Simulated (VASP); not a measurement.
Here is a VASP 6.6.1 calculation.

The input INCAR:

```
PREC     = Accurate       # precision mode
ENCUT    = 500            # plane-wave cutoff, eV
EDIFF    = 1E-6           # SCF threshold, eV
ISMEAR   = 0              # smearing method
SIGMA    = 0.1            # smearing width, eV
LREAL    = False          # projectors in reciprocal space
LASPH    = True           # aspherical terms in the spheres
NELM     = 200            # most SCF steps
ALGO     = Normal         # electronic algorithm
ISIF     = 2              # what is computed and relaxed
LWAVE    = False          # write WAVECAR
LCHARG   = True           # write CHGCAR
ISPIN    = 2              # spin polarisation
MAGMOM   = 0 1 1 1 0      # initial moments
LORBIT   = 11             # projections on sites
LMAXMIX  = 6              # l up to which the mixer works
GGA      = PE             # functional
LELF     = True           # ELF
LVHAR    = True         
NBANDS   = 35             # bands
GGA_COMPAT= False
```

The input KPOINTS:

```
Automatic mesh
0
Gamma
  4 4 4
```

File POSCAR:

```
TbZr3H
1.0
    5.2545906584      0.0000000000      0.0000000000
    0.0000000000      5.2545906584      0.0000000000
    0.0000000000      0.0000000000      5.3780165960
Tb Zr H
1 3 1
Direct
    0.0000000000      0.0000000000      0.5000000000
    0.5000000000      0.0000000000      0.5000000000
    0.0000000000      0.5000000000      0.5000000000
    0.0000000000      0.0000000000      0.0000000000
    0.5000000000      0.5000000000      0.5000000000
```

Potentials or basis: VASP PAW PBE potentials, release 64 (Tb_3, Zr_sv, H), 4f in core.

Launch:

```sh
$ cat potpaw_PBE.64/Tb_3/POTCAR potpaw_PBE.64/Zr_sv/POTCAR potpaw_PBE.64/H/POTCAR > POTCAR
$ mpirun -np 1 vasp_std > vasp.out
```

Question: What does it give for the site moments?

Answer: Tb +0.45; Zr +0.27, +0.32 (each value once); H -0.01 μB.

Question: Predict the net moment.

Answer: 1.55 μB per cell.

Question: Predict the pressure.

Answer: 0.4 GPa.

Caveat: the magnetic or orbital state may not be the lowest.
